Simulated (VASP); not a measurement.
# TiO2 (P-6m2) in VASP: notebook

The runs below take TiO2 through single point, relaxation of cell and atoms, with PBE.

Program: VASP 6.6.1. These are calculated values, not measurements. Logs are shortened: lines on timing, memory, paths and dates and some standing lists are left out, and cuts for length are marked.

### Step 1. The cell of the first run

Symmetry: P-6m2, No. 187, hexagonal system. The conventional cell has a = 2.883 Å, b = 2.883 Å, c = 5.819 Å, α = 90.00°, β = 90.00°, γ = 120.00°. Ti (site symmetry -6m2) has 6 O at 2.01 Å within 2.7 Å. Within 2.7 Å of O (site symmetry 3m) lie 3 Ti at 2.01 Å and 1 O at 2.25 Å.

### Step 2. Single point, PBE, collinear spin, ferromagnetic start

INCAR

```
SYSTEM = TiO2
  ALGO = Normal
  EDIFF = 1E-6
  ENCUT = 520
  GGA = PE
  ISIF = 2
  ISMEAR = 0
  ISPIN = 2
  LASPH = .True.
  LCHARG = .True.
  LELF = .True.
  LMAXMIX = 4
  LORBIT = 11
  LREAL = .False.
  LVHAR = .True.
  LWAVE = .False.
  MAGMOM = 1 0 0
  NBANDS = 23
  NELM = 150
  PREC = Accurate
  SIGMA = 0.1
```

KPOINTS

```
k-points
0
Gamma
  6 6 4
  0 0 0
```

POSCAR

```
TiO2
1.0
    2.8826649162      0.0000000000      0.0000000000
   -1.4413324581      2.4964610480      0.0000000000
    0.0000000000      0.0000000000      5.8190966281
Ti O
1 2
Direct
    0.0000000000      0.0000000000      0.0000000000
    0.3333333333      0.6666666667      0.1934839307
    0.3333333333      0.6666666667      0.8065160693
```

Potentials or basis: VASP PAW PBE potentials, release 64 (Ti_sv, O).

The run is started by

```console
> cat potpaw_PBE.64/Ti_sv/POTCAR potpaw_PBE.64/O/POTCAR > POTCAR
> mpirun -np 1 vasp_std > vasp.out
```

OUTCAR:

```text
SYSTEM = TiO2
   EDIFF = 1E-6
   ENCUT = 520
   GGA = PE
   ISIF = 2
   ISMEAR = 0
   ISPIN = 2
   LASPH = .True.
   LORBIT = 11
   LREAL = .False.
   NELM = 150
   PREC = Accurate

 ion  position               nearest neighbor table
   1  0.000  0.000  0.000-   2 2.01   3 2.01   2 2.01   3 2.01   2 2.01   3 2.01
   2  0.333  0.667  0.193-   1 2.01   1 2.01   1 2.01
   3  0.333  0.667  0.807-   1 2.01   1 2.01   1 2.01

  LATTYP: Found a hexagonal cell.
 ALAT       =     2.8826649162
 C/A-ratio  =     2.0186517675

  Lattice vectors:

 A1 = (   2.8826649162,   0.0000000000,   0.0000000000)
 A2 = (  -1.4413324581,   2.4964610480,   0.0000000000)
 A3 = (   0.0000000000,   0.0000000000,   5.8190966281)

Analysis of symmetry for initial positions (statically):
=====================================================================
 Subroutine PRICEL returns:
 Original cell was already a primitive cell.

 Routine SETGRP: Setting up the symmetry group for a
 hexagonal supercell.

 Subroutine GETGRP returns: Found 12 space group operations
 (whereof 12 operations were pure point group operations)
 out of a pool of 24 trial point group operations.

The static configuration has the point symmetry D_3h.

Analysis of symmetry for dynamics (positions and initial velocities):
=====================================================================
 Subroutine PRICEL returns:
 Original cell was already a primitive cell.

 Routine SETGRP: Setting up the symmetry group for a
 hexagonal supercell.

 Subroutine GETGRP returns: Found 12 space group operations
 (whereof 12 operations were pure point group operations)
 out of a pool of 24 trial point group operations.

The dynamic configuration has the point symmetry D_3h.

Analysis of structural, dynamic, and magnetic symmetry:
=====================================================================
 Subroutine PRICEL returns:
 Original cell was already a primitive cell.

 Routine SETGRP: Setting up the symmetry group for a
 hexagonal supercell.

 Subroutine GETGRP returns: Found 12 space group operations
 (whereof 12 operations were pure point group operations)
 out of a pool of 24 trial point group operations.

The overall configuration has the point symmetry D_3h.

 Subroutine INISYM returns: Found 12 space group operations
 (whereof 12 operations are pure point group operations),
 and found     1 'primitive' translations

----------------------------------------------------------------------------------------

                                     Primitive cell

  volume of cell :      41.8769

  direct lattice vectors                    reciprocal lattice vectors
     2.882664916  0.000000000  0.000000000     0.346901228  0.200283518  0.000000000
    -1.441332458  2.496461048  0.000000000     0.000000000  0.400567035  0.000000000
     0.000000000  0.000000000  5.819096628     0.000000000  0.000000000  0.171847980

  length of vectors
     2.882664916  2.882664916  5.819096628     0.400567035  0.400567035  0.171847980

  position of ions in fractional coordinates (direct lattice)
     0.000000000  0.000000000  0.000000000
     0.333333333  0.666666667  0.193483931
     0.333333333  0.666666667  0.806516069

  ion indices of the primitive-cell ions
   primitive index   ion index
                 1           1
                 2           2
                 3           3

----------------------------------------------------------------------------------------

 KPOINTS: k-points

Automatic generation of k-mesh.
 Grid dimensions read from file:
 generate k-points for:    6    6    4

 Generating k-lattice:

  Cartesian coordinates                     Fractional coordinates (reciprocal lattice)
     0.057816871  0.033380586  0.000000000     0.166666667  0.000000000  0.000000000
     0.000000000  0.066761173  0.000000000     0.000000000  0.166666667  0.000000000
     0.000000000  0.000000000  0.042961995     0.000000000  0.000000000  0.250000000

  Length of vectors
     0.066761173  0.066761173  0.042961995

  Shift w.r.t. Gamma in fractional coordinates (k-lattice)
     0.000000000  0.000000000  0.000000000

 Subroutine IBZKPT returns following result:
 ===========================================

 Found     21 irreducible k-points:

 Following reciprocal coordinates:
            Coordinates               Weight
  0.000000  0.000000  0.000000      1.000000
  0.166667 -0.000000  0.000000      6.000000
  0.333333 -0.000000  0.000000      6.000000
  0.500000 -0.000000  0.000000      3.000000
  0.166667  0.166667  0.000000      6.000000
  0.333333  0.166667  0.000000     12.000000
[... 13 lines left out ...]
  0.333333  0.166667  0.500000     12.000000
  0.333333  0.333333  0.500000      2.000000
   k-points           NKPTS =     21   k-points in BZ     NKDIM =     21   number of bands    NBANDS=     23
   number of dos      NEDOS =    301   number of ions     NIONS =      3
   total plane-waves  NPLWV =  27648
   dimension x,y,z NGX =    24 NGY =   24 NGZ =   48
   dimension x,y,z NGXF=    48 NGYF=   48 NGZF=   96
   ions per type =               1   2
   NGX,Y,Z   is equivalent  to a cutoff of  13.84, 13.84, 13.71 a.u.
   NGXF,Y,Z  is equivalent  to a cutoff of  27.68, 27.68, 27.43 a.u.
 SYSTEM =  TiO2
   PREC   = accura    normal or accurate (medium, high low for compatibility)
   ISTART =      0    job   : 0-new  1-cont  2-samecut
   ICHARG =      2    charge: 1-file 2-atom 10-const
   ISPIN  =      2    spin polarized calculation?
   LNONCOLLINEAR =      F non collinear calculations
   LSORBIT =      F    spin-orbit coupling
   LASPH  =      T    aspherical Exc in radial PAW
   ENCUT  =  520.0 eV  38.22 Ry    6.18 a.u.   5.36  5.36 10.82*2*pi/ulx,y,z
   NELM   =    150;   NELMIN=  2; NELMDL= -5     # of ELM steps
   EDIFF  = 0.1E-05   stopping-criterion for ELM
   LREAL  =      F    real-space projection
   EDIFFG = 0.1E-04   stopping-criterion for IOM
   NSW    =      0    number of steps for IOM
   IBRION =     -1    ionic relax: 0-MD 1-quasi-New 2-CG
   NFREE  =      0    steps in history (QN), initial steepest desc. (CG)
   ISIF   =      2    stress and relaxation
   ISYM   =      2    0-nonsym 1-usesym 2-fastsym
   POTIM  = 0.5000    time-step for ionic-motion
   TEBEG  =    0.0;   TEEND  =   0.0 temperature during run
   PSTRESS=    0.0 pullay stress
   NELECT =      24.0000    total number of electrons
   NUPDOWN=      -1.0000    fix difference up-down
   EMIN   =  10.00;   EMAX   =-10.00  energy-range for DOS
   EFERMI =   0.00;   METHOD = LEGACY
   ISMEAR =     0;   SIGMA  =   0.10  broadening in eV -4-tet -1-fermi 0-gaus
   EFERMI_NEDOS =   21; number of points for ismear=-14 and -15
   IALGO  =     38    algorithm
   IMIX   =      4    mixing-type and parameters
     AMIX     =   0.40;   BMIX     =  1.00
     AMIX_MAG =   1.60;   BMIX_MAG =  1.00
  volume/ion in A,a.u.               =      13.96        94.20
  Fermi-wavevector in a.u.,A,eV,Ry     =   1.359838  2.569721 25.159329  1.849159
  Thomas-Fermi vector in A             =   2.486551
   LORBIT       =     11    0 simple, 1 ext, 2 COOP (PROOUT), +10 PAW based schemes
   GGA     = PE    functional components
   LHFCALC =     F    Hartree Fock is set to
   AEXX    =    0.0000 exact exchange contribution
   IVDW    =     0    specifies the selected vdW correction
   LEPSILON=     F    determine dielectric tensor
   LRPA    =     F    only Hartree local field effects (RPA)
 spin polarized calculation
 Gauss-broadening in eV      SIGMA  =   0.10
  energy-cutoff  :      520.00
  volume of cell :       41.88
 maximum number of plane-waves:      1162
 NGX is ok and might be reduce to    24
   NGX = 11   NGY = 11   NGZ = 21

 number of electron      23.9999997 magnetization      -0.0000399

 number of electron      23.9999997 magnetization       0.0000434

 Free energy of the ion-electron system (eV)
  ---------------------------------------------------
  ext. energy  EPLUGINS =         0.00000000
  ---------------------------------------------------
  free energy    TOTEN  =       -25.13753979 eV

  energy without entropy =      -25.13753979  energy(sigma->0) =      -25.13753979

 E-fermi :   1.9821     XC(G=0):  -9.3292

 val. band max:        1.4434559225   @ k =   0.1667  -0.0000   0.0000
 cond. band min:       2.5770497883   @ k =   0.3333   0.1667   0.0000
 fundamental gap:      1.1335938658
 Fermi energy:         1.9820648826

 spin component 1

 k-point     1 :       0.0000    0.0000    0.0000
  band No.  band energies     occupation
      1     -55.4856      1.00000
      2     -31.6659      1.00000
      3     -31.4610      1.00000
      4     -31.4609      1.00000
      5     -16.6633      1.00000
      6     -14.8171      1.00000
[... 15 lines left out ...]
     22      22.6496      0.00000
     23      22.8587      0.00000
[... 496 lines left out ...]
  band No.  band energies     occupation
      1     -55.3703      1.00000
      2     -32.0275      1.00000
      3     -31.8603      1.00000
      4     -31.4676      1.00000
      5     -15.4513      1.00000
      6     -14.9583      1.00000
[... 15 lines left out ...]
     22      18.8963      0.00000
     23      19.4489      0.00000
 Fermi energy:         1.9820648826

 spin component 2

 k-point     1 :       0.0000    0.0000    0.0000
  band No.  band energies     occupation
      1     -55.4855      1.00000
      2     -31.6659      1.00000
      3     -31.4609      1.00000
      4     -31.4609      1.00000
      5     -16.6633      1.00000
      6     -14.8172      1.00000
[... 15 lines left out ...]
     22      22.6497      0.00000
     23      22.8588      0.00000
[... 497 lines left out ...]
      1     -55.3702      1.00000
      2     -32.0275      1.00000
      3     -31.8603      1.00000
      4     -31.4676      1.00000
      5     -15.4513      1.00000
      6     -14.9583      1.00000
[... 15 lines left out ...]
     22      18.8963      0.00000
     23      19.4490      0.00000

------------------------ aborting loop because EDIFF is reached ----------------------------------------

  FORCE on cell =-STRESS in cart. coord.  units (eV):
  Direction    XX          YY          ZZ          XY          YZ          ZX
  --------------------------------------------------------------------------------------
  -------------------------------------------------------------------------------------
  Total        0.1440870      0.1440870      0.1829478      0.0000000     -0.0000000      0.0000000
  in kB        5.5126543      5.5126543      6.9994395      0.0000000     -0.0000000      0.0000000
  external PRESSURE =       6.0082494 kB  Pullay stress =       0.0000000 kB

 VOLUME and BASIS-vectors are now :
 -----------------------------------------------------------------------------
  energy-cutoff  :      520.00
  volume of cell :       41.88
      direct lattice vectors                 reciprocal lattice vectors
     2.882664916  0.000000000  0.000000000     0.346901228  0.200283518  0.000000000
    -1.441332458  2.496461048  0.000000000     0.000000000  0.400567035  0.000000000
     0.000000000  0.000000000  5.819096628     0.000000000  0.000000000  0.171847980

 POSITION                                       TOTAL-FORCE (eV/Angst)
 -----------------------------------------------------------------------------------
      0.00000      0.00000      0.00000         0.000000      0.000000      0.000000
     -0.00000      1.66431      1.12590        -0.000000      0.000000      0.082651
     -0.00000      1.66431      4.69319        -0.000000      0.000000     -0.082651
 -----------------------------------------------------------------------------------
    total drift:                                0.000001     -0.000000     -0.000000

  FREE ENERGIE OF THE ION-ELECTRON SYSTEM (eV)
  ---------------------------------------------------
  free  energy   TOTEN  =       -25.1375397891 eV

  energy  without entropy=      -25.1375397891  energy(sigma->0) =      -25.13753979

 total charge

# of ion       s       p       d       tot
------------------------------------------
    1        2.212   6.259   1.840  10.311
    2        1.583   3.407   0.000   4.991
    3        1.583   3.407   0.000   4.991
--------------------------------------------------
tot          5.379  13.074   1.840  20.293

 magnetization (x)

# of ion       s       p       d       tot
------------------------------------------
    1       -0.000  -0.000   0.000   0.000
    2       -0.000  -0.000   0.000  -0.000
    3       -0.000  -0.000   0.000  -0.000
--------------------------------------------------
tot         -0.000  -0.000   0.000  -0.000
```

Wall time 41 s (1 thread of Intel Xeon 6975P-C (Granite Rapids), shared host); peak memory 0.19 GiB.

What came out:

| Property | Result |
| --- | --- |
| Free energy | -25.1375 eV |
| Pressure | 0.6 GPa |
| Largest force | 0.083 eV/Å |
| Band gap on the k mesh | 1.13 eV, indirect (least direct gap 1.38 eV) |
| Net moment | 0.00 μB per cell |
| Valence electrons inside the program's atomic spheres | Ti 10.31; O 4.99 |

Forces on the atoms (eV/Å):
```
Ti   0.000  0.000  0.000
O    0.000  0.000  0.083
O    0.000  0.000 -0.083
```

Stress tensor (GPa, compression positive):
```
0.55 0.00 0.00
0.00 0.55 0.00
0.00 0.00 0.70
```

Levels at points of the mesh, in eV from the valence-band top:
Spin up:
```
           k point  band 8  band 9  band 10  band 11  band 12  band 13  band 14  band 15  band 16  band 17
(0.00, 0.00, 0.00)   -3.06   -3.06    -1.73    -1.73    -0.12     2.90     4.03     4.03     4.07     4.07
(0.50, 0.00, 0.00)   -3.44   -3.30    -2.97    -1.74    -0.22     1.51     3.66     3.73     4.81     5.54
(0.00, 0.00, 0.50)   -3.06   -3.06    -1.73    -1.73    -0.63     3.06     4.03     4.03     4.08     4.08
(0.50, 0.00, 0.50)   -3.50   -3.17    -2.98    -1.73    -0.44     1.56     3.67     3.73     4.73     5.53
```
Spin down:
| k point | band 10 | band 11 | band 12 | band 13 | band 14 | band 15 |
| --- | --- | --- | --- | --- | --- | --- |
| (0.00, 0.00, 0.00) | -1.73 | -1.73 | -0.12 | 2.90 | 4.03 | 4.03 |
| (0.50, 0.00, 0.00) | -2.97 | -1.74 | -0.22 | 1.51 | 3.66 | 3.73 |
| (0.00, 0.00, 0.50) | -1.73 | -1.73 | -0.63 | 3.06 | 4.03 | 4.03 |
| (0.50, 0.00, 0.50) | -2.98 | -1.73 | -0.44 | 1.56 | 3.67 | 3.73 |

### Step 3. Relaxation of cell and atoms, PBE

INCAR

```
PREC = Accurate
ENCUT = 600
EDIFF = 1E-6
ISMEAR = 0
SIGMA = 0.02
LREAL = F
LASPH = T
NELM = 100
ALGO = Normal
ISIF = 3
LWAVE = F
LCHARG = F
GGA = PE
IBRION = 2
NSW = 100
EDIFFG = -0.01
```

KPOINTS

```
regular mesh
0
Gamma
  12 12 6
```

POSCAR is that of step 2.

Potentials or basis: VASP PAW PBE potentials, release 64 (Ti_sv, O).

The run is started by

```console
> cat potpaw_PBE.64/Ti_sv/POTCAR potpaw_PBE.64/O/POTCAR > POTCAR
> mpirun -np 1 vasp_std > vasp.out
```

It took 91 s on 1 thread of Intel Xeon 6975P-C (Granite Rapids), shared host; peak memory 0.2 GiB.

It converged, with:

```yaml
Free_energy: -25.1414 eV
Relaxed_volume: 13.99 Å³/atom
Relaxed_cell: a = 2.884 Å, b = 2.884 Å, c = 5.824 Å, α = 90.00°, β = 90.00°, γ = 120.00°
Space_group_after_relaxing_to_0.05_Å: P-6m2 (No. 187)
Energy_gained_by_relaxing: 0.1 meV/atom
Ionic_steps: 3
Pressure_after_relaxing: 0.0 GPa
Band_gap_on_the_k_mesh: 1.03 eV, indirect (least direct gap 1.26 eV)
```

Forces in eV/Å, atoms in the order of the input:
```
Ti   0.000  0.000  0.000
O    0.000  0.000  0.002
O    0.000  0.000 -0.002
```

Stress tensor (GPa, compression positive):
```
 0.04  0.00  0.00
 0.00  0.04  0.00
 0.00  0.00 -0.07
```

The path:
```csv
step,energy change (eV),largest force (eV/Å),pressure (GPa),volume (Å³)
1,0.0000,0.0801,0.48,41.88
2,0.0006,0.1425,-0.84,42.13
3,-0.0002,0.0023,0.01,41.96
```

Final structure:
```cif
data_structure
_symmetry_space_group_name_H-M 'P 1'
_symmetry_Int_Tables_number 1
_cell_length_a 2.8844
_cell_length_b 2.8844
_cell_length_c 5.8243
_cell_angle_alpha 90.000
_cell_angle_beta 90.000
_cell_angle_gamma 120.000
_cell_volume 41.96
loop_
_atom_site_label
_atom_site_type_symbol
_atom_site_fract_x
_atom_site_fract_y
_atom_site_fract_z
_atom_site_occupancy
Ti1 Ti 0.00000 0.00000 0.00000 1
O1 O 0.33333 0.66667 0.19371 1
O2 O 0.33333 0.66667 0.80629 1
```

Levels at points of the mesh, in eV from the valence-band top:
```csv
k point,band 9,band 10,band 11,band 12,band 13,band 14,band 15,band 16
"(0.00, 0.00, 0.00)",-3.05,-1.72,-1.72,-0.13,2.88,4.02,4.02,4.05
"(0.50, 0.00, 0.00)",-3.29,-2.96,-1.73,-0.23,1.50,3.65,3.72,4.79
"(0.00, 0.00, 0.50)",-3.05,-1.72,-1.72,-0.64,3.05,4.02,4.02,4.06
"(0.50, 0.00, 0.50)",-3.16,-2.97,-1.72,-0.45,1.55,3.66,3.72,4.71
```

A k mesh can miss the band edges. Expect the measured gap to be larger: semilocal functionals such as PBE lack the derivative discontinuity.
